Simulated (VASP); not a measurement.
# SnO2 (Pm) in VASP: notebook

Runs on SnO2. Level: LDA. Tasks: single point.

Everything below comes from runs of VASP 6.6.1. Logs are shortened: lines on timing, memory, paths and dates and some standing lists are left out, and cuts for length are marked.

**1. The cell of the first run**

The typed cell holds 6 atoms: a = 4.721 Å, b = 4.724 Å, c = 3.190 Å, α = 90.00°, β = 90.00°, γ = 90.00°.

**2. Single point, LDA (atom 3 (O) moved by (-0.300, +0.000) A along [1 1 0] and z)**

The input, INCAR:

```
SYSTEM = SnO2
ALGO     = Normal         ! electronic algorithm
EDIFF    = 1E-7           ! SCF threshold, eV
ENCUT    = 520            ! plane-wave cutoff, eV
GGA      = CA             ! functional
ISIF     = 2              ! what is computed and relaxed
ISMEAR   = 0              ! smearing method
LASPH    = .True.         ! aspherical terms in the spheres
LCHARG   = .False.        ! write CHGCAR
LREAL    = .False.        ! projectors in reciprocal space
LWAVE    = .False.        ! write WAVECAR
NBANDS   = 35             ! bands
NELM     = 100            ! most SCF steps
PREC     = Accurate       ! precision mode
SIGMA    = 0.05           ! smearing width, eV
```

The input, KPOINTS:

```
k-points
0
Gamma
  6 6 8
  0 0 0
```

The input, POSCAR:

```
SnO2
1.0
    4.7212714761      0.0000000000      0.0000000000
    0.0000000000      4.7242464798      0.0000000000
    0.0000000000      0.0000000000      3.1900193999
Sn O
2 4
Direct
    0.5000000000      0.5000000000      0.5000000000
    0.0000000000      0.0000000000      0.0000000000
    0.2606358445      0.2616692897      0.0000000000
    0.8055669685      0.1934278808      0.5000000000
    0.1944330315      0.8065721192      0.5000000000
    0.6944330315      0.6934278808      0.0000000000
```

Potentials or basis: VASP PAW LDA potentials, release 64 (Sn_d, O).

Started as:

```bash
> cat potpaw_LDA.64/Sn_d/POTCAR potpaw_LDA.64/O/POTCAR > POTCAR
> mpirun -np 1 vasp_std > vasp.out
```

OUTCAR:

```text
SYSTEM = SnO2
   EDIFF = 1E-7
   ENCUT = 520
   GGA = CA
   ISIF = 2
   ISMEAR = 0
   LASPH = .True.
   LREAL = .False.
   NELM = 100
   PREC = Accurate

 ion  position               nearest neighbor table
   1  0.500  0.500  0.500-   4 2.04   5 2.04   6 2.05   6 2.05   3 2.26   3 2.26   2 3.70   2 3.70
                             2 3.70   2 3.70   2 3.70   2 3.70   2 3.70   2 3.70
   2  0.000  0.000  0.000-   3 1.74   6 2.04   5 2.05   4 2.05   4 2.05   5 2.05   1 3.70   1 3.70
                             1 3.70   1 3.70   1 3.70   1 3.70   1 3.70   1 3.70
   3  0.261  0.262  0.000-   2 1.74   1 2.26   1 2.26
   4  0.806  0.193  0.500-   1 2.04   2 2.05   2 2.05
   5  0.194  0.807  0.500-   1 2.04   2 2.05   2 2.05
   6  0.694  0.693  0.000-   2 2.04   1 2.05   1 2.05

  LATTYP: Found a simple orthorhombic cell.
 ALAT       =     3.1900193999
 B/A-ratio  =     1.4800134056
 C/A-ratio  =     1.4809460030

  Lattice vectors:

 A1 = (   0.0000000000,   0.0000000000,   3.1900193999)
 A2 = (   4.7212714761,   0.0000000000,   0.0000000000)
 A3 = (   0.0000000000,   4.7242464798,   0.0000000000)

Analysis of symmetry for initial positions (statically):
=====================================================================
 Subroutine PRICEL returns:
 Original cell was already a primitive cell.

 Routine SETGRP: Setting up the symmetry group for a
 simple orthorhombic supercell.

 Subroutine GETGRP returns: Found  2 space group operations
 (whereof  2 operations were pure point group operations)
 out of a pool of  8 trial point group operations.

The static configuration has the point symmetry C_1h.

Analysis of symmetry for dynamics (positions and initial velocities):
=====================================================================
 Subroutine PRICEL returns:
 Original cell was already a primitive cell.

 Routine SETGRP: Setting up the symmetry group for a
 simple orthorhombic supercell.

 Subroutine GETGRP returns: Found  2 space group operations
 (whereof  2 operations were pure point group operations)
 out of a pool of  8 trial point group operations.

The dynamic configuration has the point symmetry C_1h.

 Subroutine INISYM returns: Found  2 space group operations
 (whereof  2 operations are pure point group operations),
 and found     1 'primitive' translations

----------------------------------------------------------------------------------------

                                     Primitive cell

  volume of cell :      71.1516

  direct lattice vectors                    reciprocal lattice vectors
     4.721271476  0.000000000  0.000000000     0.211807350  0.000000000  0.000000000
     0.000000000  4.724246480  0.000000000     0.000000000  0.211673968  0.000000000
     0.000000000  0.000000000  3.190019400     0.000000000  0.000000000  0.313477717

  length of vectors
     4.721271476  4.724246480  3.190019400     0.211807350  0.211673968  0.313477717

  position of ions in fractional coordinates (direct lattice)
     0.500000000  0.500000000  0.500000000
     0.000000000  0.000000000  0.000000000
     0.260635845  0.261669290  0.000000000
     0.805566969  0.193427881  0.500000000
     0.194433031  0.806572119  0.500000000
     0.694433031  0.693427881  0.000000000

  ion indices of the primitive-cell ions
   primitive index   ion index
                 1           1
                 2           2
                 3           3
                 4           4
                 5           5
                 6           6

----------------------------------------------------------------------------------------

 KPOINTS: k-points

Automatic generation of k-mesh.
 Grid dimensions read from file:
 generate k-points for:    6    6    8

 Generating k-lattice:

  Cartesian coordinates                     Fractional coordinates (reciprocal lattice)
     0.035301225  0.000000000  0.000000000     0.166666667  0.000000000  0.000000000
     0.000000000  0.035278995  0.000000000     0.000000000  0.166666667  0.000000000
     0.000000000  0.000000000  0.039184715     0.000000000  0.000000000  0.125000000

  Length of vectors
     0.035301225  0.035278995  0.039184715

  Shift w.r.t. Gamma in fractional coordinates (k-lattice)
     0.000000000  0.000000000  0.000000000

 Subroutine IBZKPT returns following result:
 ===========================================

 Found    100 irreducible k-points:

 Following reciprocal coordinates:
            Coordinates               Weight
  0.000000  0.000000  0.000000      1.000000
  0.166667  0.000000  0.000000      2.000000
  0.333333  0.000000  0.000000      2.000000
  0.500000  0.000000  0.000000      1.000000
  0.000000  0.166667  0.000000      2.000000
  0.166667  0.166667  0.000000      2.000000
[... 16 lines left out ...]
  0.333333  0.000000  0.125000      4.000000
  0.500000  0.000000  0.125000      2.000000
 [... further k-points ...]
   k-points           NKPTS =    100   k-points in BZ     NKDIM =    100   number of bands    NBANDS=     35
   number of dos      NEDOS =    301   number of ions     NIONS =      6
   total plane-waves  NPLWV =  31104
   dimension x,y,z NGX =    36 NGY =   36 NGZ =   24
   dimension x,y,z NGXF=    72 NGYF=   72 NGZF=   48
   ions per type =               2   4
   NGX,Y,Z   is equivalent  to a cutoff of  12.68, 12.67, 12.51 a.u.
   NGXF,Y,Z  is equivalent  to a cutoff of  25.35, 25.34, 25.01 a.u.
 SYSTEM =  SnO2
   PREC   = accura    normal or accurate (medium, high low for compatibility)
   ISTART =      0    job   : 0-new  1-cont  2-samecut
   ICHARG =      2    charge: 1-file 2-atom 10-const
   ISPIN  =      1    spin polarized calculation?
   LNONCOLLINEAR =      F non collinear calculations
   LSORBIT =      F    spin-orbit coupling
   LASPH  =      T    aspherical Exc in radial PAW
   ENCUT  =  520.0 eV  38.22 Ry    6.18 a.u.   8.78  8.78  5.93*2*pi/ulx,y,z
   NELM   =    100;   NELMIN=  2; NELMDL= -5     # of ELM steps
   EDIFF  = 0.1E-06   stopping-criterion for ELM
   LREAL  =      F    real-space projection
   EDIFFG = 0.1E-05   stopping-criterion for IOM
   NSW    =      0    number of steps for IOM
   IBRION =     -1    ionic relax: 0-MD 1-quasi-New 2-CG
   NFREE  =      0    steps in history (QN), initial steepest desc. (CG)
   ISIF   =      2    stress and relaxation
   ISYM   =      2    0-nonsym 1-usesym 2-fastsym
   POTIM  = 0.5000    time-step for ionic-motion
   TEBEG  =    0.0;   TEEND  =   0.0 temperature during run
   PSTRESS=    0.0 pullay stress
   NELECT =      52.0000    total number of electrons
   NUPDOWN=      -1.0000    fix difference up-down
   EMIN   =  10.00;   EMAX   =-10.00  energy-range for DOS
   EFERMI =   0.00;   METHOD = LEGACY
   ISMEAR =     0;   SIGMA  =   0.05  broadening in eV -4-tet -1-fermi 0-gaus
   EFERMI_NEDOS =   21; number of points for ismear=-14 and -15
   IALGO  =     38    algorithm
   IMIX   =      4    mixing-type and parameters
     AMIX     =   0.40;   BMIX     =  1.00
     AMIX_MAG =   1.60;   BMIX_MAG =  1.00
  volume/ion in A,a.u.               =      11.86        80.03
  Fermi-wavevector in a.u.,A,eV,Ry     =   1.474623  2.786633 29.586045  2.174513
  Thomas-Fermi vector in A             =   2.589372
   LORBIT       =      0    0 simple, 1 ext, 2 COOP (PROOUT), +10 PAW based schemes
   GGA     = CA    functional components
   LHFCALC =     F    Hartree Fock is set to
   AEXX    =    0.0000 exact exchange contribution
   IVDW    =     0    specifies the selected vdW correction
   LEPSILON=     F    determine dielectric tensor
   LRPA    =     F    only Hartree local field effects (RPA)
 non-spin polarized calculation
 Gauss-broadening in eV      SIGMA  =   0.05
  energy-cutoff  :      520.00
  volume of cell :       71.15
 maximum number of plane-waves:      1944
 NGX is ok and might be reduce to    36
   NGX = 17   NGY = 17   NGZ = 11

 number of electron      51.9999988 magnetization

 Free energy of the ion-electron system (eV)
  ---------------------------------------------------
  ext. energy  EPLUGINS =         0.00000000
  ---------------------------------------------------
  free energy    TOTEN  =       -40.92521765 eV

  energy without entropy =      -40.92521765  energy(sigma->0) =      -40.92521765

 E-fermi :   6.1709     XC(G=0): -11.8274

 val. band max:        5.9559501969   @ k =   0.0000   0.0000   0.0000
 cond. band min:       6.8638180879   @ k =   0.0000   0.0000   0.0000
 fundamental gap:      0.9078678911
 Fermi energy:         6.1708549500

 k-point     1 :       0.0000    0.0000    0.0000
  band No.  band energies     occupation
      1     -15.3618      2.00000
      2     -14.5810      2.00000
      3     -14.3260      2.00000
      4     -14.3095      2.00000
      5     -14.1441      2.00000
      6     -14.1306      2.00000
[... 27 lines left out ...]
     34      17.7647      0.00000
     35      18.5323      0.00000

 k-point     2 :       0.1667    0.0000    0.0000
  band No.  band energies     occupation
      1     -15.3239      2.00000
      2     -14.6316      2.00000
      3     -14.3361      2.00000
      4     -14.3088      2.00000
      5     -14.1421      2.00000
      6     -14.1293      2.00000
[... 27 lines left out ...]
     34      17.8763      0.00000
     35      18.4794      0.00000

 k-point     3 :       0.3333    0.0000    0.0000
  band No.  band energies     occupation
      1     -15.2210      2.00000
      2     -14.7691      2.00000
      3     -14.3510      2.00000
      4     -14.3074      2.00000
      5     -14.1381      2.00000
      6     -14.1266      2.00000
[... 27 lines left out ...]
     34      18.1140      0.00000
     35      18.4396      0.00000
[... 723 lines left out ...]
 k-point    23 :       0.3333    0.0000    0.1250
  band No.  band energies     occupation
      1     -15.1991      2.00000
      2     -14.7744      2.00000
      3     -14.3806      2.00000
      4     -14.3183      2.00000
      5     -14.1422      2.00000
      6     -14.1350      2.00000
[... 27 lines left out ...]
     34      18.0038      0.00000
     35      18.4761      0.00000

 k-point    24 :       0.5000    0.0000    0.1250
  band No.  band energies     occupation
      1     -15.1350      2.00000
      2     -14.8587      2.00000
      3     -14.3814      2.00000
      4     -14.3202      2.00000
      5     -14.1410      2.00000
      6     -14.1333      2.00000
[... 27 lines left out ...]
     34      18.1942      0.00000
     35      18.4819      0.00000

 [... further k-points ...]

------------------------ aborting loop because EDIFF is reached ----------------------------------------

  FORCE on cell =-STRESS in cart. coord.  units (eV):
  Direction    XX          YY          ZZ          XY          YZ          ZX
  --------------------------------------------------------------------------------------
  -------------------------------------------------------------------------------------
  Total        4.4156013      4.4771621      1.2837746      5.1703738      0.0000000      0.0000000
  in kB       99.4295763    100.8157887     28.9077652    116.4253838      0.0000000      0.0000000
  external PRESSURE =      76.3843767 kB  Pullay stress =       0.0000000 kB

 VOLUME and BASIS-vectors are now :
 -----------------------------------------------------------------------------
  energy-cutoff  :      520.00
  volume of cell :       71.15
      direct lattice vectors                 reciprocal lattice vectors
     4.721271476  0.000000000  0.000000000     0.211807350  0.000000000  0.000000000
     0.000000000  4.724246480  0.000000000     0.000000000  0.211673968  0.000000000
     0.000000000  0.000000000  3.190019400     0.000000000  0.000000000  0.313477717

 POSITION                                       TOTAL-FORCE (eV/Angst)
 -----------------------------------------------------------------------------------
      2.36064      2.36212      1.59501        -1.099281     -1.098504      0.000000
      0.00000      0.00000      0.00000        -4.756816     -4.774613      0.000000
      1.23053      1.23619      0.00000         7.421563      7.440270      0.000000
      3.80330      0.91380      1.59501        -1.141207      0.280528      0.000000
      0.91797      3.81045      1.59501         0.281227     -1.146132      0.000000
      3.27861      3.27592      0.00000        -0.705486     -0.701549      0.000000
 -----------------------------------------------------------------------------------
    total drift:                                0.000036     -0.000083     -0.000002

  FREE ENERGIE OF THE ION-ELECTRON SYSTEM (eV)
  ---------------------------------------------------
  free  energy   TOTEN  =       -40.9252176504 eV

  energy  without entropy=      -40.9252176504  energy(sigma->0) =      -40.92521765
```

It took 4.8 min on 1 thread of Intel Xeon 8259CL, shared host; peak memory 0.29 GiB.

What came out:

| Property | Result |
| --- | --- |
| Free energy | -40.9252 eV |
| Pressure | 7.6 GPa |
| Largest force | 10.509 eV/Å |
| Band gap on the k mesh | 0.91 eV |

Forces in eV/Å, atoms in the order of the input:
```
Sn  -1.099 -1.099  0.000
Sn  -4.757 -4.775  0.000
O    7.422  7.440  0.000
O   -1.141  0.281  0.000
O    0.281 -1.146  0.000
O   -0.705 -0.702  0.000
```

Stress tensor (GPa, compression positive):
```
 9.94 11.64  0.00
11.64 10.08  0.00
 0.00  0.00  2.89
```

Caveat: the cell differs from its parent crystal (atom 3 (O) moved by (-0.300, +0.000) A along [1 1 0] and z); the cell stands under pressure; spin-orbit coupling is left out, which moves the levels of the heavy elements; forces of over 1 eV/Å act on the atoms, so gaps and moduli don't describe the material at rest.

**3. Single point, LDA (atom 3 (O) moved by (+0.300, +0.000) A along [1 1 0] and z)**

The input, INCAR:

```
ALGO = Normal ; EDIFF = 1E-7
ENCUT = 520 ; GGA = CA
ISIF = 2 ; ISMEAR = 0
LASPH = True ; LCHARG = False
LREAL = False ; LWAVE = False
NBANDS = 35 ; NELM = 60
PREC = Accurate ; SIGMA = 0.05
```

The input, KPOINTS:

```
k-points
0
Gamma
  6 6 8
```

Changes to POSCAR since step 2:

```diff
@@ -10,3 +10,3 @@
     0.0000000000      0.0000000000      0.0000000000
-    0.2606358445      0.2616692897      0.0000000000
+    0.3504980925      0.3514749487      0.0000000000
     0.8055669685      0.1934278808      0.5000000000
```

Potentials or basis: VASP PAW LDA potentials, release 64 (Sn_d, O).

Started as:

```bash
> cat potpaw_LDA.64/Sn_d/POTCAR potpaw_LDA.64/O/POTCAR > POTCAR
> mpirun -np 1 vasp_std > vasp.out
```

OUTCAR:

```text
EDIFF = 1E-7
   ENCUT = 520
   GGA = CA
   ISIF = 2
   ISMEAR = 0
   LASPH = True
   LREAL = False
   NELM = 60
   PREC = Accurate

 ion  position               nearest neighbor table
   1  0.500  0.500  0.500-   3 1.88   3 1.88   5 2.04   4 2.04   6 2.05   6 2.05   2 3.70   2 3.70
                             2 3.70   2 3.70   2 3.70   2 3.70   2 3.70   2 3.70
   2  0.000  0.000  0.000-   6 2.04   5 2.05   4 2.05   4 2.05   5 2.05   3 2.34   1 3.70   1 3.70
[... 1126 lines left out ...]
  -------------------------------------------------------------------------------------
  Total        3.0242924      2.9771077      6.8639746      1.0487373      0.0000000      0.0000000
  in kB       68.1003779     67.0378827    154.5615277     23.6152449      0.0000000      0.0000000
  external PRESSURE =      96.5665961 kB  Pullay stress =       0.0000000 kB

 VOLUME and BASIS-vectors are now :
 -----------------------------------------------------------------------------
  energy-cutoff  :      520.00
  volume of cell :       71.15
      direct lattice vectors                 reciprocal lattice vectors
     4.721271476  0.000000000  0.000000000     0.211807350  0.000000000  0.000000000
     0.000000000  4.724246480  0.000000000     0.000000000  0.211673968  0.000000000
     0.000000000  0.000000000  3.190019400     0.000000000  0.000000000  0.313477717

 POSITION                                       TOTAL-FORCE (eV/Angst)
 -----------------------------------------------------------------------------------
      2.36064      2.36212      1.59501         2.414953      2.404150      0.000000
      0.00000      0.00000      0.00000         0.156886      0.154297      0.000000
      1.65480      1.66045      0.00000        -4.642983     -4.634272      0.000000
      3.80330      0.91380      1.59501         0.731295     -0.085082      0.000000
      0.91797      3.81045      1.59501        -0.089042      0.735419      0.000000
      3.27861      3.27592      0.00000         1.428891      1.425488      0.000000
 -----------------------------------------------------------------------------------
    total drift:                               -0.000078     -0.000172      0.000001

  FREE ENERGIE OF THE ION-ELECTRON SYSTEM (eV)
  ---------------------------------------------------
  free  energy   TOTEN  =       -41.2774029860 eV

  energy  without entropy=      -41.2774029860  energy(sigma->0) =      -41.27740299
```

OSZICAR:

```text
N       E                     dE             d eps       ncg     rms          rms(c)
DAV:   1     0.636402156313E+03    0.63640E+03   -0.25649E+04  7804   0.234E+03
DAV:   2     0.548954409242E+02   -0.58151E+03   -0.54886E+03  7472   0.619E+02
DAV:   3    -0.425937079353E+02   -0.97489E+02   -0.95744E+02  7570   0.210E+02
DAV:   4    -0.477277271820E+02   -0.51340E+01   -0.50942E+01  8876   0.521E+01
DAV:   5    -0.478616735841E+02   -0.13395E+00   -0.13377E+00  8741   0.890E+00    0.166E+01
DAV:   6    -0.413239965559E+02    0.65377E+01   -0.17969E+01 11246   0.686E+01    0.656E+00
DAV:   7    -0.413768149700E+02   -0.52818E-01   -0.22894E+00  7858   0.855E+00    0.339E+00
DAV:   8    -0.412940425330E+02    0.82772E-01   -0.25513E-01 10860   0.513E+00    0.810E-01
DAV:   9    -0.412771631132E+02    0.16879E-01   -0.40972E-02 11232   0.338E+00    0.132E-01
DAV:  10    -0.412774189914E+02   -0.25588E-03   -0.44355E-03  8271   0.510E-01    0.977E-02
DAV:  11    -0.412774012800E+02    0.17711E-04   -0.37825E-04 10842   0.178E-01    0.371E-02
DAV:  12    -0.412774033509E+02   -0.20708E-05   -0.43853E-05  9523   0.684E-02    0.138E-02
DAV:  13    -0.412774029863E+02    0.36455E-06   -0.74931E-06 10641   0.289E-02    0.375E-03
DAV:  14    -0.412774029860E+02    0.32651E-09   -0.78870E-07  9001   0.115E-02
   1 F= -.41277403E+02 E0= -.41277403E+02  d E =-.180079E-11
```

Run time: 4.5 min. Hardware: 1 thread of Intel Xeon 8259CL, shared host; peak memory 0.29 GiB.

What came out:

| Quantity | Value |
| --- | --- |
| Free energy | -41.2774 eV |
| Pressure | 9.7 GPa |
| Largest force | 6.560 eV/Å |
| Band gap on the k mesh | 1.26 eV |

Forces in eV/Å, atoms in the order of the input:
```
Sn   2.415  2.404  0.000
Sn   0.157  0.154  0.000
O   -4.643 -4.634  0.000
O    0.731 -0.085  0.000
O   -0.089  0.735  0.000
O    1.429  1.425  0.000
```

Caveat: the cell differs from its parent crystal (atom 3 (O) moved by (+0.300, +0.000) A along [1 1 0] and z); the cell stands under pressure; spin-orbit coupling is left out, which moves the levels of the heavy elements; forces of over 1 eV/Å act on the atoms, so gaps and moduli don't describe the material at rest.
